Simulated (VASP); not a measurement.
# As (Im-3m) in VASP: notebook

As is run at these levels: RPBE; tasks: single point, relaxation of cell and atoms.

Everything below comes from runs of VASP 6.6.1. Logs are shortened: lines on timing, memory, paths and dates and some standing lists are left out, and cuts for length are marked.

**1. The cell of the first run**

Symmetry: Im-3m, No. 229, cubic system. Conventional cell: a = 3.387 Å, b = 3.387 Å, c = 3.387 Å, α = 90.00°, β = 90.00°, γ = 90.00°. Within 3.9 Å of As (site symmetry m-3m) lie 14 As at 2.93 to 3.39 Å.

This isn't the form of As at room conditions, which is rhombohedral.

**2. Single point, RPBE**

Input file INCAR:

```
SYSTEM = As
PREC = Accurate
ENCUT = 500
EDIFF = 1E-6
ISMEAR = -1
SIGMA = 0.1
LREAL = .FALSE.
LASPH = .TRUE.
NELM = 120
ALGO = Normal
ISIF = 2
LWAVE = .FALSE.
LCHARG = .TRUE.
GGA = RP
LELF = .TRUE.
LVHAR = .TRUE.
NBANDS = 8
GGA_COMPAT = .FALSE.
```

Input file KPOINTS:

```
Automatic mesh
0
G
  13 13 13
  0 0 0
```

Input file POSCAR:

```
As
1.0
   -1.6935044728      1.6935044728      1.6935044728
    1.6935044728     -1.6935044728      1.6935044728
    1.6935044728      1.6935044728     -1.6935044728
As
1
Direct
    0.0000000000      0.0000000000      0.0000000000
```

Potentials or basis: VASP PAW PBE potentials, release 64 (As).

The run is started by

```
> cat potpaw_PBE.64/As/POTCAR > POTCAR
> mpirun -np 1 vasp_std > vasp.out
```

OUTCAR:

```text
SYSTEM = As
   PREC = Accurate
   ENCUT = 500
   EDIFF = 1E-6
   ISMEAR = -1
   LREAL = .FALSE.
   LASPH = .TRUE.
   NELM = 120
   ISIF = 2
   GGA = RP

 ion  position               nearest neighbor table
   1  0.000  0.000  0.000-

  LATTYP: Found a body centered cubic cell.
 ALAT       =     3.3870089456

  Lattice vectors:

 A1 = (  -1.6935044728,   1.6935044728,   1.6935044728)
 A2 = (   1.6935044728,  -1.6935044728,   1.6935044728)
 A3 = (   1.6935044728,   1.6935044728,  -1.6935044728)

Analysis of symmetry for initial positions (statically):
=====================================================================
 Subroutine PRICEL returns:
 Original cell was already a primitive cell.

 Routine SETGRP: Setting up the symmetry group for a
 body centered cubic supercell.

 Subroutine GETGRP returns: Found 48 space group operations
 (whereof 48 operations were pure point group operations)
 out of a pool of 48 trial point group operations.

The static configuration has the point symmetry O_h .

Analysis of symmetry for dynamics (positions and initial velocities):
=====================================================================
 Subroutine PRICEL returns:
 Original cell was already a primitive cell.

 Routine SETGRP: Setting up the symmetry group for a
 body centered cubic supercell.

 Subroutine GETGRP returns: Found 48 space group operations
 (whereof 48 operations were pure point group operations)
 out of a pool of 48 trial point group operations.

The dynamic configuration has the point symmetry O_h .

 Subroutine INISYM returns: Found 48 space group operations
 (whereof 48 operations are pure point group operations),
 and found     1 'primitive' translations

----------------------------------------------------------------------------------------

                                     Primitive cell

  volume of cell :      19.4276

  direct lattice vectors                    reciprocal lattice vectors
    -1.693504473  1.693504473  1.693504473     0.000000000  0.295245751  0.295245751
     1.693504473 -1.693504473  1.693504473     0.295245751  0.000000000  0.295245751
     1.693504473  1.693504473 -1.693504473     0.295245751  0.295245751  0.000000000

  length of vectors
     2.933235790  2.933235790  2.933235790     0.417540545  0.417540545  0.417540545

  position of ions in fractional coordinates (direct lattice)
     0.000000000  0.000000000  0.000000000

  ion indices of the primitive-cell ions
   primitive index   ion index
                 1           1

[... 69 lines left out ...]
   ENCUT  =  500.0 eV  36.75 Ry    6.06 a.u.   5.35  5.35  5.35*2*pi/ulx,y,z
   NELM   =    120;   NELMIN=  2; NELMDL= -5     # of ELM steps
   EDIFF  = 0.1E-05   stopping-criterion for ELM
   LREAL  =      F    real-space projection
   EDIFFG = 0.1E-04   stopping-criterion for IOM
   NSW    =      0    number of steps for IOM
   IBRION =     -1    ionic relax: 0-MD 1-quasi-New 2-CG
   NFREE  =      0    steps in history (QN), initial steepest desc. (CG)
   ISIF   =      2    stress and relaxation
   ISYM   =      2    0-nonsym 1-usesym 2-fastsym
   POTIM  = 0.5000    time-step for ionic-motion
   TEBEG  =    0.0;   TEEND  =   0.0 temperature during run
   PSTRESS=    0.0 pullay stress
   NELECT =       5.0000    total number of electrons
   NUPDOWN=      -1.0000    fix difference up-down
   EMIN   =  10.00;   EMAX   =-10.00  energy-range for DOS
   EFERMI =   0.00;   METHOD = LEGACY
   ISMEAR =    -1;   SIGMA  =   0.10  broadening in eV -4-tet -1-fermi 0-gaus
   EFERMI_NEDOS =   21; number of points for ismear=-14 and -15
   IALGO  =     38    algorithm
   IMIX   =      4    mixing-type and parameters
     AMIX     =   0.40;   BMIX     =  1.00
     AMIX_MAG =   1.60;   BMIX_MAG =  1.00
  volume/ion in A,a.u.               =      19.43       131.10
  Fermi-wavevector in a.u.,A,eV,Ry     =   1.041338  1.967844 14.753958  1.084385
  Thomas-Fermi vector in A             =   2.175954
   LORBIT       =      0    0 simple, 1 ext, 2 COOP (PROOUT), +10 PAW based schemes
   GGA     = RP    functional components
   LHFCALC =     F    Hartree Fock is set to
   AEXX    =    0.0000 exact exchange contribution
   IVDW    =     0    specifies the selected vdW correction
   LEPSILON=     F    determine dielectric tensor
   LRPA    =     F    only Hartree local field effects (RPA)
 non-spin polarized calculation
  energy-cutoff  :      500.00
  volume of cell :       19.43
 maximum number of plane-waves:       531
 NGX is ok and might be reduce to    24
   NGX = 11   NGY = 11   NGZ = 11

 number of electron       4.9999999 magnetization

 Free energy of the ion-electron system (eV)
  ---------------------------------------------------
  ext. energy  EPLUGINS =         0.00000000
  ---------------------------------------------------
  free energy    TOTEN  =        -3.84743750 eV

  energy without entropy =       -3.82515597  energy(sigma->0) =       -3.83629674

 E-fermi :   6.2552     XC(G=0): -10.6526

 val. band max:        6.2399261622   @ k =  -0.2308   0.3846   0.0769
 cond. band min:       6.2786447269   @ k =   0.3077   0.1538   0.0000
 fundamental gap:      0.0387185648
 Fermi energy:         6.2552186502

 k-point     1 :       0.0000    0.0000    0.0000
  band No.  band energies     occupation
      1      -8.5368      2.00000
      2      12.1027      0.00000
      3      12.1027      0.00000
      4      12.1027      0.00000
      5      19.2371      0.00000
      6      19.2371      0.00000
      7      19.2371      0.00000
      8      20.6214      0.00000
[... 243 lines left out ...]
 k-point    24 :       0.2308    0.0769    0.0769
  band No.  band energies     occupation
      1      -6.0221      2.00000
      2       4.0379      2.00000
      3       7.8419      0.00000
      4       9.3987      0.00000
      5      16.8930      0.00000
      6      17.2370      0.00000
      7      22.3717      0.00000
      8      22.8304      0.00000

 [... further k-points ...]
[... 5 lines left out ...]
  --------------------------------------------------------------------------------------
  -------------------------------------------------------------------------------------
  Total        0.0019397      0.0019397      0.0019397     -0.0000000     -0.0000000     -0.0000000
  in kB        0.1599615      0.1599615      0.1599615     -0.0000000     -0.0000000     -0.0000000
  external PRESSURE =       0.1599615 kB  Pullay stress =       0.0000000 kB

 VOLUME and BASIS-vectors are now :
 -----------------------------------------------------------------------------
  energy-cutoff  :      500.00
  volume of cell :       19.43
      direct lattice vectors                 reciprocal lattice vectors
    -1.693504473  1.693504473  1.693504473     0.000000000  0.295245751  0.295245751
     1.693504473 -1.693504473  1.693504473     0.295245751  0.000000000  0.295245751
     1.693504473  1.693504473 -1.693504473     0.295245751  0.295245751  0.000000000

 POSITION                                       TOTAL-FORCE (eV/Angst)
 -----------------------------------------------------------------------------------
      0.00000      0.00000      0.00000         0.000000     -0.000000      0.000000
 -----------------------------------------------------------------------------------
    total drift:                                0.000000     -0.000000     -0.000000

  FREE ENERGIE OF THE ION-ELECTRON SYSTEM (eV)
  ---------------------------------------------------
  free  energy   TOTEN  =        -3.8474374996 eV

  energy  without entropy=       -3.8251559707  energy(sigma->0) =       -3.83629674
```

OSZICAR:

```text
N       E                     dE             d eps       ncg     rms          rms(c)
DAV:   1     0.314527997769E+01    0.31453E+01   -0.20861E+03  1344   0.461E+02
DAV:   2    -0.378134764462E+01   -0.69266E+01   -0.66795E+01  1856   0.489E+01
DAV:   3    -0.385154440531E+01   -0.70197E-01   -0.70085E-01  1536   0.540E+00
DAV:   4    -0.385159206088E+01   -0.47656E-04   -0.47656E-04  2112   0.160E-01
DAV:   5    -0.385159206955E+01   -0.86729E-08   -0.80973E-08  1568   0.131E-03    0.185E+00
DAV:   6    -0.384854123347E+01    0.30508E-02   -0.31454E-03  1640   0.297E-01    0.107E+00
DAV:   7    -0.384739834391E+01    0.11429E-02   -0.60975E-03  1576   0.412E-01    0.528E-02
DAV:   8    -0.384743721135E+01   -0.38867E-04   -0.72580E-05  1680   0.649E-02    0.531E-03
DAV:   9    -0.384743749965E+01   -0.28829E-06   -0.60787E-07  1872   0.637E-03
   1 F= -.38474375E+01 E0= -.38362967E+01  d E =-.222815E-01
```

stdout:

```text
POSCAR found type information on POSCAR As
 POSCAR found :  1 types and       1 ions
 scaLAPACK will be used
 -----------------------------------------------------------------------------
|                                                                             |
|                                                                             |
|     You enforced a specific xc type in the INCAR file but a different       |
|     I HOPE YOU KNOW WHAT YOU ARE DOING!                                     |
|                                                                             |
 -----------------------------------------------------------------------------

 LDA part: xc-table for (Slater+PW92), standard interpolation
 POSCAR, INCAR and KPOINTS ok, starting setup
 FFT: planning ... GRIDC
 FFT: planning ... GRID_SOFT
 FFT: planning ... GRID
 WAVECAR not read
 entering main loop
```

Run time: 3.8 s. Hardware: 1 thread of Intel Xeon 6975P-C (Granite Rapids), shared host; peak memory 0.14 GiB.

Results:

```
Free energy            : -3.8474 eV
Pressure               : 0.0 GPa
Band gap on the k mesh : zero (an odd number of electrons rules out a gap without spin polarisation)
```

Caveat: the PAW data sets were made with another functional, which shifts forces and pressure a little.

**3. Relaxation of cell and atoms, RPBE**

This run uses another cell than the first one, of 18.30 Å³/atom.

Input file INCAR:

```
ALGO = Normal
EDIFF = 1E-7
EDIFFG = -0.01
ENCUT = 500
GGA = RP
GGA_COMPAT = F
IBRION = 2
ISIF = 3
ISMEAR = -1
LASPH = T
LCHARG = F
LREAL = F
LWAVE = F
NELM = 120
NELMIN = 4
NSW = 80
PREC = Accurate
SIGMA = 0.1
```

Input file KPOINTS:

```
k-points
0
Gamma
  13 13 13
```

Input file POSCAR:

```
As
1.0
   -1.6601131187      1.6601131187      1.6601131187
    1.6601131187     -1.6601131187      1.6601131187
    1.6601131187      1.6601131187     -1.6601131187
As
1
Direct
    0.0000000000      0.0000000000      0.0000000000
```

Potentials or basis: VASP PAW PBE potentials, release 64 (As).

The run is started by

```
> cat potpaw_PBE.64/As/POTCAR > POTCAR
> mpirun -np 1 vasp_std > vasp.out
```

It took 7.4 s on 1 thread of Intel Xeon 6975P-C (Granite Rapids), shared host; peak memory 0.14 GiB.

Results (log left out):

```
Free energy                           : -3.8474 eV
Relaxed volume                        : 19.43 Å³/atom
Relaxed cell                          : a = 2.933 Å, b = 2.933 Å, c = 2.933 Å, α = 109.47°, β = 109.47°, γ = 109.47°
Space group after relaxing (to 0.1 Å) : Im-3m (No. 229)
Energy gained by relaxing             : 17.0 meV/atom
Ionic steps                           : 3
Pressure after relaxing               : 0.0 GPa
Band gap on the k mesh                : zero (an odd number of electrons rules out a gap without spin polarisation)
```

The path:
| step | energy change (eV) | largest force (eV/Å) | pressure (GPa) | volume (Å³) |
| --- | --- | --- | --- | --- |
| 1 | 0.0000 | 0.0000 | 5.08 | 18.30 |
| 2 | -0.0147 | 0.0000 | -1.64 | 19.88 |
| 3 | -0.0170 | 0.0000 | 0.02 | 19.43 |

Final structure:
```
As
1.0
    -1.69354    1.69354    1.69354
     1.69354   -1.69354    1.69354
     1.69354    1.69354   -1.69354
As
1
Cartesian
  0.0000 0.0000 0.0000
```

Levels at points of the mesh, in eV from the Fermi level:
```csv
k point,band 1,band 2,band 3,band 4,band 5,band 6
"(0.00, 0.00, 0.00)",-14.79,5.85,5.85,5.85,12.98,12.98
```

Caveat: the PAW data sets were made with another functional, which shifts forces and pressure a little.
